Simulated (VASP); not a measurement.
# InP (F-43m) in VASP: notebook, part 2 of 2

VASP 6.6.1.

## Step 3: Single point, PBE (volume scaled by 0.97)

Input file INCAR:

```
ALGO     = Normal         # electronic algorithm
EDIFF    = 1E-7           # SCF threshold, eV
ENCUT    = 520            # plane-wave cutoff, eV
GGA      = PE             # functional
ISIF     = 2              # what is computed and relaxed
ISMEAR   = 0              # smearing method
LASPH    = True           # aspherical terms in the spheres
LCHARG   = True           # write CHGCAR
LELF     = True           # ELF
LREAL    = False          # projectors in reciprocal space
LVHAR    = True         
LWAVE    = False          # write WAVECAR
NBANDS   = 16             # bands
NELM     = 100            # most SCF steps
PREC     = Accurate       # precision mode
SIGMA    = 0.02           # smearing width, eV
```

Input file KPOINTS:

```
k-points
0
Gamma
  10 10 10
```

Input file POSCAR:

```
InP
1.0
    0.0000000000      2.9499307925      2.9499307925
    2.9499307925      0.0000000000      2.9499307925
    2.9499307925      2.9499307925      0.0000000000
In P
1 1
Direct
    0.0000000000      0.0000000000      0.0000000000
    0.2500000000      0.2500000000      0.2500000000
```

Potentials or basis: VASP PAW PBE potentials, release 64 (In_d, P).

The run is started by

```
$ cat potpaw_PBE.64/In_d/POTCAR potpaw_PBE.64/P/POTCAR > POTCAR
$ mpirun -np 1 vasp_std > vasp.out
```

OUTCAR:

```text
EDIFF = 1E-7
   ENCUT = 520
   GGA = PE
   ISIF = 2
   ISMEAR = 0
   LASPH = True
   LREAL = False
   NELM = 100
   PREC = Accurate

 ion  position               nearest neighbor table
   1  0.000  0.000  0.000-   2 2.55   2 2.55   2 2.55   2 2.55
   2  0.250  0.250  0.250-   1 2.55   1 2.55   1 2.55   1 2.55

  LATTYP: Found a face centered cubic cell.
 ALAT       =     5.8998615850

  Lattice vectors:

 A1 = (   0.0000000000,   2.9499307925,   2.9499307925)
 A2 = (   2.9499307925,   0.0000000000,   2.9499307925)
 A3 = (   2.9499307925,   2.9499307925,   0.0000000000)

Analysis of symmetry for initial positions (statically):
=====================================================================
 Subroutine PRICEL returns:
 Original cell was already a primitive cell.

 Routine SETGRP: Setting up the symmetry group for a
 face centered cubic supercell.

 Subroutine GETGRP returns: Found 24 space group operations
 (whereof 24 operations were pure point group operations)
 out of a pool of 48 trial point group operations.

The static configuration has the point symmetry T_d .

Analysis of symmetry for dynamics (positions and initial velocities):
=====================================================================
 Subroutine PRICEL returns:
 Original cell was already a primitive cell.

 Routine SETGRP: Setting up the symmetry group for a
 face centered cubic supercell.

 Subroutine GETGRP returns: Found 24 space group operations
 (whereof 24 operations were pure point group operations)
 out of a pool of 48 trial point group operations.

The dynamic configuration has the point symmetry T_d .

 Subroutine INISYM returns: Found 24 space group operations
 (whereof 24 operations are pure point group operations),
 and found     1 'primitive' translations

----------------------------------------------------------------------------------------

                                     Primitive cell

  volume of cell :      51.3411

  direct lattice vectors                    reciprocal lattice vectors
     0.000000000  2.949930793  2.949930793    -0.169495502  0.169495502  0.169495502
     2.949930793  0.000000000  2.949930793     0.169495502 -0.169495502  0.169495502
     2.949930793  2.949930793  0.000000000     0.169495502  0.169495502 -0.169495502

  length of vectors
     4.171832135  4.171832135  4.171832135     0.293574821  0.293574821  0.293574821

  position of ions in fractional coordinates (direct lattice)
     0.000000000  0.000000000  0.000000000
     0.250000000  0.250000000  0.250000000

  ion indices of the primitive-cell ions
   primitive index   ion index
                 1           1
                 2           2

----------------------------------------------------------------------------------------

 KPOINTS: k-points

Automatic generation of k-mesh.
 Grid dimensions read from file:
 generate k-points for:   10   10   10

 Generating k-lattice:

  Cartesian coordinates                     Fractional coordinates (reciprocal lattice)
    -0.016949550  0.016949550  0.016949550     0.100000000  0.000000000  0.000000000
     0.016949550 -0.016949550  0.016949550     0.000000000  0.100000000  0.000000000
     0.016949550  0.016949550 -0.016949550     0.000000000  0.000000000  0.100000000

  Length of vectors
     0.029357482  0.029357482  0.029357482

  Shift w.r.t. Gamma in fractional coordinates (k-lattice)
     0.000000000  0.000000000  0.000000000

 Subroutine IBZKPT returns following result:
 ===========================================

 Found     47 irreducible k-points:

 Following reciprocal coordinates:
            Coordinates               Weight
  0.000000  0.000000  0.000000      1.000000
  0.100000  0.000000  0.000000      8.000000
  0.200000  0.000000  0.000000      8.000000
  0.300000  0.000000  0.000000      8.000000
  0.400000  0.000000  0.000000      8.000000
  0.500000  0.000000  0.000000      4.000000
[... 16 lines left out ...]
  0.300000  0.300000  0.000000      6.000000
  0.400000  0.300000  0.000000     24.000000
 [... further k-points ...]
   k-points           NKPTS =     47   k-points in BZ     NKDIM =     47   number of bands    NBANDS=     16
   number of dos      NEDOS =    301   number of ions     NIONS =      2
   total plane-waves  NPLWV =  32768
   dimension x,y,z NGX =    32 NGY =   32 NGZ =   32
   dimension x,y,z NGXF=    64 NGYF=   64 NGZF=   64
   ions per type =               1   1
   NGX,Y,Z   is equivalent  to a cutoff of  12.75, 12.75, 12.75 a.u.
   NGXF,Y,Z  is equivalent  to a cutoff of  25.50, 25.50, 25.50 a.u.
 SYSTEM =  unknown system
   PREC   = accura    normal or accurate (medium, high low for compatibility)
   ISTART =      0    job   : 0-new  1-cont  2-samecut
   ICHARG =      2    charge: 1-file 2-atom 10-const
   ISPIN  =      1    spin polarized calculation?
   LNONCOLLINEAR =      F non collinear calculations
   LSORBIT =      F    spin-orbit coupling
   LASPH  =      T    aspherical Exc in radial PAW
   ENCUT  =  520.0 eV  38.22 Ry    6.18 a.u.   7.76  7.76  7.76*2*pi/ulx,y,z
   NELM   =    100;   NELMIN=  2; NELMDL= -5     # of ELM steps
   EDIFF  = 0.1E-06   stopping-criterion for ELM
   LREAL  =      F    real-space projection
   EDIFFG = 0.1E-05   stopping-criterion for IOM
   NSW    =      0    number of steps for IOM
   IBRION =     -1    ionic relax: 0-MD 1-quasi-New 2-CG
   NFREE  =      0    steps in history (QN), initial steepest desc. (CG)
   ISIF   =      2    stress and relaxation
   ISYM   =      2    0-nonsym 1-usesym 2-fastsym
   POTIM  = 0.5000    time-step for ionic-motion
   TEBEG  =    0.0;   TEEND  =   0.0 temperature during run
   PSTRESS=    0.0 pullay stress
   NELECT =      18.0000    total number of electrons
   NUPDOWN=      -1.0000    fix difference up-down
   EMIN   =  10.00;   EMAX   =-10.00  energy-range for DOS
   EFERMI =   0.00;   METHOD = LEGACY
   ISMEAR =     0;   SIGMA  =   0.02  broadening in eV -4-tet -1-fermi 0-gaus
   EFERMI_NEDOS =   21; number of points for ismear=-14 and -15
   IALGO  =     38    algorithm
   IMIX   =      4    mixing-type and parameters
     AMIX     =   0.40;   BMIX     =  1.00
     AMIX_MAG =   1.60;   BMIX_MAG =  1.00
  volume/ion in A,a.u.               =      25.67       173.23
  Fermi-wavevector in a.u.,A,eV,Ry     =   1.154367  2.181437 18.130617  1.332563
  Thomas-Fermi vector in A             =   2.291004
   LORBIT       =      0    0 simple, 1 ext, 2 COOP (PROOUT), +10 PAW based schemes
   GGA     = PE    functional components
   LHFCALC =     F    Hartree Fock is set to
   AEXX    =    0.0000 exact exchange contribution
   IVDW    =     0    specifies the selected vdW correction
   LEPSILON=     F    determine dielectric tensor
   LRPA    =     F    only Hartree local field effects (RPA)
 non-spin polarized calculation
 Gauss-broadening in eV      SIGMA  =   0.02
  energy-cutoff  :      520.00
  volume of cell :       51.34
 maximum number of plane-waves:      1411
   NGX = 15   NGY = 15   NGZ = 15

 number of electron      18.0000008 magnetization

 Free energy of the ion-electron system (eV)
  ---------------------------------------------------
  ext. energy  EPLUGINS =         0.00000000
  ---------------------------------------------------
  free energy    TOTEN  =        -8.39889803 eV

  energy without entropy =       -8.39889803  energy(sigma->0) =       -8.39889803

 E-fermi :   5.0783     XC(G=0):  -9.1954

 val. band max:        4.9735326950   @ k =   0.0000   0.0000   0.0000
 cond. band min:       5.5777366799   @ k =   0.0000   0.0000   0.0000
 fundamental gap:      0.6042039848
 Fermi energy:         5.0783042369

 k-point     1 :       0.0000    0.0000    0.0000
  band No.  band energies     occupation
      1      -9.1731      2.00000
      2      -9.1731      2.00000
      3      -9.1731      2.00000
      4      -9.0307      2.00000
      5      -9.0307      2.00000
      6      -6.4096      2.00000
[... 8 lines left out ...]
     15      14.3917      0.00000
     16      14.3917      0.00000

 k-point     2 :       0.1000    0.0000    0.0000
  band No.  band energies     occupation
      1      -9.1844      2.00000
      2      -9.1685      2.00000
      3      -9.1685      2.00000
      4      -9.0306      2.00000
      5      -9.0306      2.00000
      6      -6.2984      2.00000
[... 8 lines left out ...]
     15      13.9143      0.00000
     16      14.0241      0.00000
[... 387 lines left out ...]
      5      -9.0092      2.00000
      6      -5.1975      2.00000
[... 8 lines left out ...]
     15      15.1379      0.00000
     16      17.7755      0.00000

 k-point    24 :       0.4000    0.3000    0.0000
  band No.  band energies     occupation
      1      -9.3120      2.00000
      2      -9.1016      2.00000
      3      -9.0985      2.00000
      4      -9.0629      2.00000
      5      -9.0058      2.00000
      6      -4.7942      2.00000
[... 8 lines left out ...]
     15      15.5520      0.00000
     16      17.6066      0.00000

 [... further k-points ...]
[... 5 lines left out ...]
  --------------------------------------------------------------------------------------
  -------------------------------------------------------------------------------------
  Total        0.6009684      0.6009684      0.6009684      0.0000000     -0.0000000      0.0000000
  in kB       18.7541234     18.7541234     18.7541234      0.0000000     -0.0000000      0.0000000
  external PRESSURE =      18.7541234 kB  Pullay stress =       0.0000000 kB

 VOLUME and BASIS-vectors are now :
 -----------------------------------------------------------------------------
  energy-cutoff  :      520.00
  volume of cell :       51.34
      direct lattice vectors                 reciprocal lattice vectors
     0.000000000  2.949930793  2.949930793    -0.169495502  0.169495502  0.169495502
     2.949930793  0.000000000  2.949930793     0.169495502 -0.169495502  0.169495502
     2.949930793  2.949930793  0.000000000     0.169495502  0.169495502 -0.169495502

 POSITION                                       TOTAL-FORCE (eV/Angst)
 -----------------------------------------------------------------------------------
      0.00000      0.00000      0.00000        -0.000000     -0.000000     -0.000000
      1.47497      1.47497      1.47497         0.000000      0.000000      0.000000
 -----------------------------------------------------------------------------------
    total drift:                               -0.000000     -0.000000     -0.000000

  FREE ENERGIE OF THE ION-ELECTRON SYSTEM (eV)
  ---------------------------------------------------
  free  energy   TOTEN  =        -8.3988980346 eV

  energy  without entropy=       -8.3988980346  energy(sigma->0) =       -8.39889803
```

Wall time 16 s (1 thread of Intel Xeon 6975P-C (Granite Rapids), shared host); peak memory 0.19 GiB.

What came out:

- Free energy: -8.3989 eV
- Pressure: 1.9 GPa
- Band gap on the k mesh: 0.60 eV, direct

Levels at points of the mesh, in eV from the valence-band top:
| k point | band 6 | band 7 | band 8 | band 9 | band 10 | band 11 | band 12 | band 13 |
| --- | --- | --- | --- | --- | --- | --- | --- | --- |
| (0.00, 0.00, 0.00) | -11.38 | 0.00 | 0.00 | 0.00 | 0.60 | 4.09 | 4.09 | 4.09 |
| (0.50, 0.00, 0.00) | -9.72 | -5.62 | -0.94 | -0.94 | 1.45 | 4.81 | 4.81 | 7.06 |
| (0.50, 0.50, 0.00) | -9.09 | -5.66 | -2.25 | -2.25 | 1.80 | 2.27 | 9.09 | 9.46 |

Caveat: spin-orbit coupling is left out, which moves the levels of the heavy elements.
